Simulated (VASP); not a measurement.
# SrLiH3 (P4/mmm) in VASP: further runs

The runs below take SrLiH3 through single point, with PBE.

All numbers are computed with VASP 6.6.1; they aren't measurements. Logs are shortened: lines on timing, memory, paths and dates and some standing lists are left out, and cuts for length are marked.

## 1. The cell of the first run

It takes space group P4/mmm (No. 123, tetragonal). The conventional cell has a = 4.515 Å, b = 4.515 Å, c = 4.862 Å, α = 90.00°, β = 90.00°, γ = 90.00°. Li (site symmetry 4/mmm) has 12 H at 3.19 to 3.32 Å and 8 Sr at 4.01 Å within 4.2 Å. Sr (site symmetry 4/mmm) has 6 H at 2.26 to 2.43 Å within 3.0 Å. Within 3.0 Å of H (site symmetry mmm) lie 2 Sr at 2.26 Å. H (site symmetry 4/mmm) has 2 Sr at 2.43 Å and 4 Li at 3.19 Å and 8 H at 3.32 Å within 3.4 Å.

## 2. Single point, PBE (strain -0.025 along x and y, +0.050 along z)

INCAR reads:

```
SYSTEM = SrLiH3
ALGO = Normal
EDIFF = 1E-6
ENCUT = 520
GGA = PE
ISIF = 2
ISMEAR = 0
LASPH = .True.
LCHARG = .False.
LREAL = .False.
LWAVE = .False.
NBANDS = 16
NELM = 80
PREC = Accurate
SIGMA = 0.05
```

KPOINTS reads:

```
k-points
0
Gamma
  6 6 6
  0 0 0
```

POSCAR reads:

```
SrLiH3
1.0
    4.5150212250      0.0000000000      0.0000000000
    0.0000000000      4.5150212250      0.0000000000
    0.0000000000      0.0000000000      4.8623305500
Li Sr H
1 1 3
Direct
    0.0000000000      0.0000000000      0.0000000000
    0.5000000000      0.5000000000      0.5000000000
    0.0000000000      0.5000000000      0.5000000000
    0.5000000000      0.0000000000      0.5000000000
    0.5000000000      0.5000000000      0.0000000000
```

Potentials or basis: VASP PAW PBE potentials, release 64 (Li_sv, Sr_sv, H).

Launch:

```sh
> cat potpaw_PBE.64/Li_sv/POTCAR potpaw_PBE.64/Sr_sv/POTCAR potpaw_PBE.64/H/POTCAR > POTCAR
> mpirun -np 1 vasp_std > vasp.out
```

OUTCAR:

```text
SYSTEM = SrLiH3
   EDIFF = 1E-6
   ENCUT = 520
   GGA = PE
   ISIF = 2
   ISMEAR = 0
   LASPH = .True.
   LREAL = .False.
   NELM = 80
   PREC = Accurate

 ion  position               nearest neighbor table
   1  0.000  0.000  0.000-
   2  0.500  0.500  0.500-   3 2.26   4 2.26   4 2.26   3 2.26   5 2.43   5 2.43
   3  0.000  0.500  0.500-   2 2.26   2 2.26
   4  0.500  0.000  0.500-   2 2.26   2 2.26
   5  0.500  0.500  0.000-   2 2.43   2 2.43

  LATTYP: Found a simple tetragonal cell.
 ALAT       =     4.5150212250
 C/A-ratio  =     1.0769230769

  Lattice vectors:

 A1 = (   4.5150212250,   0.0000000000,   0.0000000000)
 A2 = (   0.0000000000,   4.5150212250,   0.0000000000)
 A3 = (   0.0000000000,   0.0000000000,   4.8623305500)

Analysis of symmetry for initial positions (statically):
=====================================================================
 Subroutine PRICEL returns:
 Original cell was already a primitive cell.

 Routine SETGRP: Setting up the symmetry group for a
 simple tetragonal supercell.

 Subroutine GETGRP returns: Found 16 space group operations
 (whereof 16 operations were pure point group operations)
 out of a pool of 16 trial point group operations.

The static configuration has the point symmetry D_4h.

Analysis of symmetry for dynamics (positions and initial velocities):
=====================================================================
 Subroutine PRICEL returns:
 Original cell was already a primitive cell.

 Routine SETGRP: Setting up the symmetry group for a
 simple tetragonal supercell.

 Subroutine GETGRP returns: Found 16 space group operations
 (whereof 16 operations were pure point group operations)
 out of a pool of 16 trial point group operations.

The dynamic configuration has the point symmetry D_4h.

 Subroutine INISYM returns: Found 16 space group operations
 (whereof 16 operations are pure point group operations),
 and found     1 'primitive' translations

----------------------------------------------------------------------------------------

                                     Primitive cell

  volume of cell :      99.1206

  direct lattice vectors                    reciprocal lattice vectors
     4.515021225  0.000000000  0.000000000     0.221482901  0.000000000  0.000000000
     0.000000000  4.515021225  0.000000000     0.000000000  0.221482901  0.000000000
     0.000000000  0.000000000  4.862330550     0.000000000  0.000000000  0.205662694

  length of vectors
     4.515021225  4.515021225  4.862330550     0.221482901  0.221482901  0.205662694

  position of ions in fractional coordinates (direct lattice)
     0.000000000  0.000000000  0.000000000
     0.500000000  0.500000000  0.500000000
     0.000000000  0.500000000  0.500000000
     0.500000000  0.000000000  0.500000000
     0.500000000  0.500000000  0.000000000

  ion indices of the primitive-cell ions
   primitive index   ion index
                 1           1
                 2           2
                 3           3
                 4           4
                 5           5

----------------------------------------------------------------------------------------

 KPOINTS: k-points

Automatic generation of k-mesh.
 Grid dimensions read from file:
 generate k-points for:    6    6    6

 Generating k-lattice:

  Cartesian coordinates                     Fractional coordinates (reciprocal lattice)
     0.036913817  0.000000000  0.000000000     0.166666667  0.000000000  0.000000000
     0.000000000  0.036913817  0.000000000     0.000000000  0.166666667  0.000000000
     0.000000000  0.000000000  0.034277116     0.000000000  0.000000000  0.166666667

  Length of vectors
     0.036913817  0.036913817  0.034277116

  Shift w.r.t. Gamma in fractional coordinates (k-lattice)
     0.000000000  0.000000000  0.000000000

 Subroutine IBZKPT returns following result:
 ===========================================

 Found     40 irreducible k-points:

 Following reciprocal coordinates:
            Coordinates               Weight
  0.000000  0.000000  0.000000      1.000000
  0.166667  0.000000  0.000000      4.000000
  0.333333  0.000000  0.000000      4.000000
  0.500000  0.000000  0.000000      2.000000
  0.166667  0.166667  0.000000      4.000000
  0.333333  0.166667  0.000000      8.000000
[... 16 lines left out ...]
  0.333333  0.000000  0.333333      8.000000
  0.500000  0.000000  0.333333      4.000000
 [... further k-points ...]
   k-points           NKPTS =     40   k-points in BZ     NKDIM =     40   number of bands    NBANDS=     16
   number of dos      NEDOS =    301   number of ions     NIONS =      5
   total plane-waves  NPLWV =  46656
   dimension x,y,z NGX =    36 NGY =   36 NGZ =   36
   dimension x,y,z NGXF=    72 NGYF=   72 NGZF=   72
   ions per type =               1   1   3
   NGX,Y,Z   is equivalent  to a cutoff of  13.26, 13.26, 12.31 a.u.
   NGXF,Y,Z  is equivalent  to a cutoff of  26.51, 26.51, 24.62 a.u.
 SYSTEM =  SrLiH3
   PREC   = accura    normal or accurate (medium, high low for compatibility)
   ISTART =      0    job   : 0-new  1-cont  2-samecut
   ICHARG =      2    charge: 1-file 2-atom 10-const
   ISPIN  =      1    spin polarized calculation?
   LNONCOLLINEAR =      F non collinear calculations
   LSORBIT =      F    spin-orbit coupling
   LASPH  =      T    aspherical Exc in radial PAW
   ENCUT  =  520.0 eV  38.22 Ry    6.18 a.u.   8.39  8.39  9.04*2*pi/ulx,y,z
   NELM   =     80;   NELMIN=  2; NELMDL= -5     # of ELM steps
   EDIFF  = 0.1E-05   stopping-criterion for ELM
   LREAL  =      F    real-space projection
   EDIFFG = 0.1E-04   stopping-criterion for IOM
   NSW    =      0    number of steps for IOM
   IBRION =     -1    ionic relax: 0-MD 1-quasi-New 2-CG
   NFREE  =      0    steps in history (QN), initial steepest desc. (CG)
   ISIF   =      2    stress and relaxation
   ISYM   =      2    0-nonsym 1-usesym 2-fastsym
   POTIM  = 0.5000    time-step for ionic-motion
   TEBEG  =    0.0;   TEEND  =   0.0 temperature during run
   PSTRESS=    0.0 pullay stress
   NELECT =      16.0000    total number of electrons
   NUPDOWN=      -1.0000    fix difference up-down
   EMIN   =  10.00;   EMAX   =-10.00  energy-range for DOS
   EFERMI =   0.00;   METHOD = LEGACY
   ISMEAR =     0;   SIGMA  =   0.05  broadening in eV -4-tet -1-fermi 0-gaus
   EFERMI_NEDOS =   21; number of points for ismear=-14 and -15
   IALGO  =     38    algorithm
   IMIX   =      4    mixing-type and parameters
     AMIX     =   0.40;   BMIX     =  1.00
     AMIX_MAG =   1.60;   BMIX_MAG =  1.00
  volume/ion in A,a.u.               =      19.82       133.78
  Fermi-wavevector in a.u.,A,eV,Ry     =   0.891374  1.684453 10.810485  0.794548
  Thomas-Fermi vector in A             =   2.013186
   LORBIT       =      0    0 simple, 1 ext, 2 COOP (PROOUT), +10 PAW based schemes
   GGA     = PE    functional components
   LHFCALC =     F    Hartree Fock is set to
   AEXX    =    0.0000 exact exchange contribution
   IVDW    =     0    specifies the selected vdW correction
   LEPSILON=     F    determine dielectric tensor
   LRPA    =     F    only Hartree local field effects (RPA)
 non-spin polarized calculation
 Gauss-broadening in eV      SIGMA  =   0.05
  energy-cutoff  :      520.00
  volume of cell :       99.12
 maximum number of plane-waves:      2714
 NGX is ok and might be reduce to    36
   NGX = 17   NGY = 17   NGZ = 19

 number of electron      16.0000013 magnetization

 Free energy of the ion-electron system (eV)
  ---------------------------------------------------
  ext. energy  EPLUGINS =         0.00000000
  ---------------------------------------------------
  free energy    TOTEN  =       -13.80778660 eV

  energy without entropy =      -13.80778660  energy(sigma->0) =      -13.80778660

 E-fermi :  -1.1387     XC(G=0):  -6.7807

 val. band max:       -1.3494527710   @ k =   0.5000   0.5000   0.5000
 cond. band min:       0.2932541398   @ k =   0.5000   0.0000   0.5000
 fundamental gap:      1.6427069108
 Fermi energy:        -1.1386965427

 k-point     1 :       0.0000    0.0000    0.0000
  band No.  band energies     occupation
      1     -49.1163      2.00000
      2     -34.2971      2.00000
      3     -16.3999      2.00000
      4     -16.3371      2.00000
      5     -16.3371      2.00000
      6      -4.5540      2.00000
[... 8 lines left out ...]
     15       5.7687      0.00000
     16       8.1191      0.00000

 k-point     2 :       0.1667    0.0000    0.0000
  band No.  band energies     occupation
      1     -49.1163      2.00000
      2     -34.2961      2.00000
      3     -16.3982      2.00000
      4     -16.3736      2.00000
      5     -16.3355      2.00000
      6      -4.3604      2.00000
[... 8 lines left out ...]
     15       5.8888      0.00000
     16       7.3771      0.00000

 k-point     3 :       0.3333    0.0000    0.0000
  band No.  band energies     occupation
      1     -49.1163      2.00000
      2     -34.2941      2.00000
      3     -16.4450      2.00000
      4     -16.3948      2.00000
      5     -16.3323      2.00000
      6      -3.9261      2.00000
[... 8 lines left out ...]
     15       6.3209      0.00000
     16       6.3658      0.00000

 k-point     4 :       0.5000    0.0000    0.0000
  band No.  band energies     occupation
      1     -49.1163      2.00000
      2     -34.2930      2.00000
      3     -16.4800      2.00000
      4     -16.3931      2.00000
      5     -16.3307      2.00000
      6      -3.6651      2.00000
[... 8 lines left out ...]
     15       6.0991      0.00000
     16       6.2895      0.00000
[... 324 lines left out ...]
 k-point    22 :       0.1667    0.0000    0.3333
  band No.  band energies     occupation
      1     -49.1163      2.00000
      2     -34.2950      2.00000
      3     -16.4482      2.00000
      4     -16.3712      2.00000
      5     -16.3335      2.00000
      6      -3.8291      2.00000
[... 8 lines left out ...]
     15       6.9010      0.00000
     16       7.0478      0.00000

 k-point    23 :       0.3333    0.0000    0.3333
  band No.  band energies     occupation
      1     -49.1163      2.00000
      2     -34.2930      2.00000
      3     -16.4443      2.00000
      4     -16.4421      2.00000
      5     -16.3304      2.00000
      6      -3.3763      2.00000
[... 8 lines left out ...]
     15       6.4995      0.00000
     16       6.7823      0.00000

 k-point    24 :       0.5000    0.0000    0.3333
  band No.  band energies     occupation
      1     -49.1163      2.00000
      2     -34.2920      2.00000
      3     -16.4770      2.00000
      4     -16.4422      2.00000
      5     -16.3288      2.00000
      6      -3.1199      2.00000
[... 8 lines left out ...]
     15       6.0355      0.00000
     16       6.0429      0.00000

 [... further k-points ...]
[... 5 lines left out ...]
  --------------------------------------------------------------------------------------
  -------------------------------------------------------------------------------------
  Total        0.8853438      0.8853438     -1.0292415      0.0000000      0.0000000     -0.0000000
  in kB       14.3106197     14.3106197    -16.6365697      0.0000000      0.0000000     -0.0000000
  external PRESSURE =       3.9948899 kB  Pullay stress =       0.0000000 kB

 VOLUME and BASIS-vectors are now :
 -----------------------------------------------------------------------------
  energy-cutoff  :      520.00
  volume of cell :       99.12
      direct lattice vectors                 reciprocal lattice vectors
     4.515021225  0.000000000  0.000000000     0.221482901  0.000000000  0.000000000
     0.000000000  4.515021225  0.000000000     0.000000000  0.221482901  0.000000000
     0.000000000  0.000000000  4.862330550     0.000000000  0.000000000  0.205662694

 POSITION                                       TOTAL-FORCE (eV/Angst)
 -----------------------------------------------------------------------------------
      0.00000      0.00000      0.00000         0.000000      0.000000      0.000000
      2.25751      2.25751      2.43117         0.000000      0.000000      0.000000
      0.00000      2.25751      2.43117         0.000000      0.000000      0.000000
      2.25751      0.00000      2.43117         0.000000      0.000000      0.000000
      2.25751      2.25751      0.00000         0.000000      0.000000      0.000000
 -----------------------------------------------------------------------------------
    total drift:                                0.000000      0.000000      0.000000

  FREE ENERGIE OF THE ION-ELECTRON SYSTEM (eV)
  ---------------------------------------------------
  free  energy   TOTEN  =       -13.8077866038 eV

  energy  without entropy=      -13.8077866038  energy(sigma->0) =      -13.80778660
```

It took 21 s on 1 thread of Intel Xeon 6975P-C (Granite Rapids), shared host; peak memory 0.24 GiB.

Results:

- Free energy: -13.8078 eV
- Band gap on the k mesh: 1.64 eV (least direct gap 2.09 eV)

Levels at points of the mesh, in eV from the valence-band top:
| k point | band 5 | band 6 | band 7 | band 8 | band 9 | band 10 | band 11 | band 12 |
| --- | --- | --- | --- | --- | --- | --- | --- | --- |
| (0.00, 0.00, 0.00) | -14.99 | -3.20 | -1.08 | -1.05 | 4.60 | 5.08 | 5.36 | 5.36 |
| (0.50, 0.00, 0.00) | -14.98 | -2.32 | -0.89 | -0.82 | 3.72 | 4.17 | 4.82 | 6.09 |
| (0.50, 0.50, 0.00) | -15.04 | -1.33 | -0.35 | -0.35 | 1.86 | 4.72 | 4.72 | 5.27 |
| (0.00, 0.00, 0.50) | -14.98 | -2.45 | -1.24 | -0.99 | 3.86 | 4.72 | 4.72 | 5.56 |
| (0.50, 0.00, 0.50) | -14.98 | -1.55 | -0.76 | -0.45 | 1.64 | 5.16 | 5.19 | 5.66 |
| (0.50, 0.50, 0.50) | -15.10 | -0.28 | 0.00 | 0.00 | 2.33 | 2.33 | 2.38 | 4.34 |

Caveat: the cell differs from its parent crystal (strain -0.025 along x and y, +0.050 along z); the cutoff is under 1.25 times the usual one of these potentials, so pressure, stress and relaxed cells hold a basis-set (Pulay) error. A k mesh can miss the band edges.

[end of part 1 of 3]
